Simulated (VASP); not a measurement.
# NbCd3 in VASP: further runs, part 2 of 2

VASP 6.6.1. Earlier steps stand in the parts before.

### 4 Single point, PBE

This run uses another cell than the first one, of 18.10 Å³/atom.

Contents of INCAR:

```
SYSTEM = NbCd3
PREC = Accurate
ENCUT = 520
EDIFF = 1E-7
ISMEAR = -1
SIGMA = 0.1
LREAL = .FALSE.
LASPH = .TRUE.
NELM = 80
ALGO = Normal
ISIF = 2
LWAVE = .FALSE.
LCHARG = .FALSE.
GGA = PE
NBANDS = 32
```

Contents of KPOINTS:

```
regular mesh
0
G
  8 8 8
  0 0 0
```

Contents of POSCAR:

```
NbCd3
1.0
    4.2150000000      0.0000000000      0.0000000000
    0.0000000000      4.2150000000      0.0000000000
    0.0000000000      0.0000000000      4.0745000000
Nb Cd
1 3
Direct
    0.0000000000      0.0000000000      0.0000000000
    0.0000000000      0.5000000000      0.5000000000
    0.5000000000      0.0000000000      0.5000000000
    0.5000000000      0.5000000000      0.0000000000
```

Potentials or basis: VASP PAW PBE potentials, release 64 (Nb_sv, Cd).

The run is started by

```bash
cat potpaw_PBE.64/Nb_sv/POTCAR potpaw_PBE.64/Cd/POTCAR > POTCAR
mpirun -np 1 vasp_std > vasp.out
```

OUTCAR:

```text
SYSTEM = NbCd3
   PREC = Accurate
   ENCUT = 520
   EDIFF = 1E-7
   ISMEAR = -1
   LREAL = .FALSE.
   LASPH = .TRUE.
   NELM = 80
   ISIF = 2
   GGA = PE

 ion  position               nearest neighbor table
   1  0.000  0.000  0.000-   2 2.93   3 2.93   2 2.93   3 2.93   2 2.93   2 2.93   3 2.93   3 2.93
                             4 2.98   4 2.98   4 2.98   4 2.98
   2  0.000  0.500  0.500-   1 2.93   4 2.93   1 2.93   4 2.93   1 2.93   1 2.93   4 2.93   4 2.93
                             3 2.98   3 2.98   3 2.98   3 2.98
   3  0.500  0.000  0.500-   1 2.93   4 2.93   1 2.93   4 2.93   4 2.93   4 2.93   1 2.93   1 2.93
                             2 2.98   2 2.98   2 2.98   2 2.98
   4  0.500  0.500  0.000-   2 2.93   3 2.93   2 2.93   3 2.93   3 2.93   3 2.93   2 2.93   2 2.93
                             1 2.98   1 2.98   1 2.98   1 2.98

  LATTYP: Found a simple tetragonal cell.
 ALAT       =     4.2150000000
 C/A-ratio  =     0.9666666667

  Lattice vectors:

 A1 = (   4.2150000000,   0.0000000000,   0.0000000000)
 A2 = (   0.0000000000,   4.2150000000,   0.0000000000)
 A3 = (   0.0000000000,   0.0000000000,   4.0745000000)

Analysis of symmetry for initial positions (statically):
=====================================================================
 Subroutine PRICEL returns:
 Original cell was already a primitive cell.

 Routine SETGRP: Setting up the symmetry group for a
 simple tetragonal supercell.

 Subroutine GETGRP returns: Found 16 space group operations
 (whereof 16 operations were pure point group operations)
 out of a pool of 16 trial point group operations.

The static configuration has the point symmetry D_4h.

Analysis of symmetry for dynamics (positions and initial velocities):
=====================================================================
 Subroutine PRICEL returns:
 Original cell was already a primitive cell.

 Routine SETGRP: Setting up the symmetry group for a
 simple tetragonal supercell.

 Subroutine GETGRP returns: Found 16 space group operations
[... 120 lines left out ...]
   EMIN   =  10.00;   EMAX   =-10.00  energy-range for DOS
   EFERMI =   0.00;   METHOD = LEGACY
   ISMEAR =    -1;   SIGMA  =   0.10  broadening in eV -4-tet -1-fermi 0-gaus
   EFERMI_NEDOS =   21; number of points for ismear=-14 and -15
   IALGO  =     38    algorithm
   IMIX   =      4    mixing-type and parameters
     AMIX     =   0.40;   BMIX     =  1.00
     AMIX_MAG =   1.60;   BMIX_MAG =  1.00
  volume/ion in A,a.u.               =      18.10       122.13
  Fermi-wavevector in a.u.,A,eV,Ry     =   1.437420  2.716330 28.112036  2.066176
  Thomas-Fermi vector in A             =   2.556500
   LORBIT       =      0    0 simple, 1 ext, 2 COOP (PROOUT), +10 PAW based schemes
   GGA     = PE    functional components
   LHFCALC =     F    Hartree Fock is set to
   AEXX    =    0.0000 exact exchange contribution
   IVDW    =     0    specifies the selected vdW correction
   LEPSILON=     F    determine dielectric tensor
   LRPA    =     F    only Hartree local field effects (RPA)
 non-spin polarized calculation
  energy-cutoff  :      520.00
  volume of cell :       72.39
 maximum number of plane-waves:      1981
 NGX is ok and might be reduce to    32
   NGX = 15   NGY = 15   NGZ = 15

 number of electron      49.0000002 magnetization

 Free energy of the ion-electron system (eV)
  ---------------------------------------------------
  ext. energy  EPLUGINS =         0.00000000
  ---------------------------------------------------
  free energy    TOTEN  =       -11.61265183 eV

  energy without entropy =      -11.55905803  energy(sigma->0) =      -11.58585493

 E-fermi :   5.5988     XC(G=0): -12.1410

 val. band max:        5.5742631743   @ k =   0.5000   0.2500   0.1250
 cond. band min:       5.6016863016   @ k =   0.3750   0.2500   0.1250
 fundamental gap:      0.0274231273
 Fermi energy:         5.5987812019

 k-point     1 :       0.0000    0.0000    0.0000
  band No.  band energies     occupation
      1     -49.2214      2.00000
      2     -25.3138      2.00000
      3     -25.3138      2.00000
      4     -25.2813      2.00000
      5      -4.3300      2.00000
      6      -4.0840      2.00000
[... 829 lines left out ...]
     31      12.2133      0.00000
     32      13.4669      0.00000

 [... further k-points ...]
[... 5 lines left out ...]
  --------------------------------------------------------------------------------------
  -------------------------------------------------------------------------------------
  Total        5.3271897      5.3271897      6.5221691      0.0000000      0.0000000     -0.0000000
  in kB      117.9069111    117.9069111    144.3554405      0.0000000      0.0000000     -0.0000000
  external PRESSURE =     126.7230876 kB  Pullay stress =       0.0000000 kB

 VOLUME and BASIS-vectors are now :
 -----------------------------------------------------------------------------
  energy-cutoff  :      520.00
  volume of cell :       72.39
      direct lattice vectors                 reciprocal lattice vectors
     4.215000000  0.000000000  0.000000000     0.237247924  0.000000000  0.000000000
     0.000000000  4.215000000  0.000000000     0.000000000  0.237247924  0.000000000
     0.000000000  0.000000000  4.074500000     0.000000000  0.000000000  0.245428887

 POSITION                                       TOTAL-FORCE (eV/Angst)
 -----------------------------------------------------------------------------------
      0.00000      0.00000      0.00000         0.000000      0.000000      0.000000
      0.00000      2.10750      2.03725         0.000000      0.000000      0.000000
      2.10750      0.00000      2.03725         0.000000      0.000000      0.000000
      2.10750      2.10750      0.00000         0.000000      0.000000      0.000000
 -----------------------------------------------------------------------------------
    total drift:                                0.000000     -0.000000     -0.000000

  FREE ENERGIE OF THE ION-ELECTRON SYSTEM (eV)
  ---------------------------------------------------
  free  energy   TOTEN  =       -11.6126518348 eV

  energy  without entropy=      -11.5590580275  energy(sigma->0) =      -11.58585493
```

Run time: 3.4 min. Hardware: 1 thread of Oxide Virtual Turin-like, shared host; peak memory 0.24 GiB.

Results:

| Property | Result |
| --- | --- |
| Free energy | -11.6127 eV |
| Pressure | 12.7 GPa |
| Band gap on the k mesh | zero (an odd number of electrons rules out a gap without spin polarisation) |

Caveat: the cell stands under pressure.

### 5 Summary

```csv
cell,gap on the mesh (eV),pressure (GPa)
"a = 4.215 Å, 4 atoms",none,7.8
"a = 4.215, b = 4.215, c = 4.004 Å, 4 atoms",none,15.5
"a = 4.215, b = 4.215, c = 4.074 Å, 4 atoms",none,12.7
```

Alike in all rows: task single point; level PBE; potentials or basis VASP PAW PBE potentials, release 64 (Nb_sv, Cd); no spin polarisation; k mesh 8 × 8 × 8; cutoff (eV) 520; smearing fermi-dirac 0.1 eV.

Caveats: the cell stands under pressure.

Absolute energies hang on the potentials; compare differences alone.

The gap in the log of VASP goes by the Fermi energy; the results here count the filled bands.